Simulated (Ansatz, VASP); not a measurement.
## Two plane-wave programs on Te2Mo

The input INCAR:

```
SYSTEM = Te2Mo
PREC = Accurate ; ENCUT = 520
EDIFF = 1E-6 ; ISMEAR = 0
SIGMA = 0.05 ; LREAL = .False.
LASPH = .True. ; NELM = 100
ALGO = Normal ; ISIF = 2
LWAVE = .False. ; LCHARG = .False.
GGA = PE ; NBANDS = 35
```

Contents of KPOINTS:

```
regular mesh
0
Gamma
  12 12 2
  0 0 0
```

Contents of POSCAR:

```
Te2Mo
1.0
    3.6459930939      0.0000000000      0.0000000000
   -1.8229965469      3.1575226414      0.0000000000
    0.0000000000      0.0000000000     15.9649545909
Te Mo
4 2
Direct
    0.3333333333      0.6666666667      0.6310943552
    0.6666666667      0.3333333333      0.1310943552
    0.3333333333      0.6666666667      0.8689056448
    0.6666666667      0.3333333333      0.3689056448
    0.3333333333      0.6666666667      0.2500000000
    0.6666666667      0.3333333333      0.7500000000
```

Input for Ansatz:

```yaml
crystal:
  lattice:
    - [3.6459930939, 0.0, 0.0]
    - [-1.8229965469, 3.1575226414, 0.0]
    - [0.0, 0.0, 15.9649545909]
  atoms:
    - { symbol: Te, position: [0.3333333333, 0.6666666667, 0.6310943552] }
    - { symbol: Te, position: [0.6666666667, 0.3333333333, 0.1310943552] }
    - { symbol: Te, position: [0.3333333333, 0.6666666667, 0.8689056448] }
    - { symbol: Te, position: [0.6666666667, 0.3333333333, 0.3689056448] }
    - { symbol: Mo, position: [0.3333333333, 0.6666666667, 0.25] }
    - { symbol: Mo, position: [0.6666666667, 0.3333333333, 0.75] }
basis:
  ecutwfc: 420
kpoints:
  mp_grid: { grid: [12, 12, 2] }
hamiltonian:
  xc: pbe
scf:
  occupations: { method: gaussian, width: 0.05 }
output:
  forces: true
  stress: true
  eigenvalues: true
```

Change from the starting cell: strain +0.025 along x and y, +0.050 along z, atoms carried along.

Alike in both runs: task single point; functional PBE; k mesh 12 × 12 × 2; occupations gaussian, width 0.05 eV; no spin polarisation.

|  | VASP | Ansatz |
| --- | --- | --- |
| version | VASP 6.6.1 | Ansatz 0.2.0 |
| potentials or method | VASP PAW PBE potentials, release 64 (Te, Mo_sv), cutoff 520 eV | scalar-relativistic, plane waves, PAW |
| valence electrons in the cell | 52 | 92 |

|  | VASP | Ansatz | Ansatz less VASP |
| --- | --- | --- | --- |
| gap on the k mesh at the Fermi level (eV) | 0.86 | 0.86 | -0.003 |
| least direct gap on the mesh (eV) | 0.96 | 0.96 | 0.000 |
| pressure (GPa) | -6.9 | -6.9 | 0.00 |
| traceless stress, the component that is largest in VASP (GPa) | -2.14 | -2.17 | -0.033 |
| rms of the force components (eV/Å) | 0.632 | 0.636 | +0.0035 |

Atom by atom the forces differ by 0.004 eV/Å (rms over components). VASP's potentials hold 52 valence electrons a cell and Ansatz's 92, so a difference there can come from the potentials and not from the codes.

Spin-orbit coupling is off throughout.
